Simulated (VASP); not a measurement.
Se, 3 atoms in the cell. The structure is trigonal, space group P3_121 (No. 152). Conventional cell: a = 4.476 Å, b = 4.476 Å, c = 5.078 Å, α = 90.00°, β = 90.00°, γ = 120.00°. Se (site symmetry 2) has 2 Se at 2.41 Å within 3.2 Å. 

| Property | Result |
| --- | --- |
| Program | VASP 6.6.1 |
| Task | single point |
| Functional | PBE |
| Potentials or basis | VASP PAW PBE potentials, release 64 (Se) |
| Cutoff | 520 eV |
| k mesh | 12 × 12 × 10 |
| Occupations | gaussian, width 0.05 eV |
| Spin | no spin polarisation |
| Dipole correction | no |
| Further INCAR settings | ALGO = Normal; EDIFF = 1e-06; NBANDS = 16 |

Potentials or basis: VASP PAW PBE potentials, release 64 (Se).

Run with:

```console
$ cat potpaw_PBE.64/Se/POTCAR > POTCAR
$ mpirun -np 1 vasp_std > vasp.out
```

Hardware: 1 thread of Intel Xeon 8259CL, on a shared host.

Problem. Estimate the wall time of this run.

Solution. Wall time 5.5 min on 1 thread of Intel Xeon 8259CL, with other jobs on the host, peak memory 0.33 GiB. Counts: scf iterations 12, k points 162.
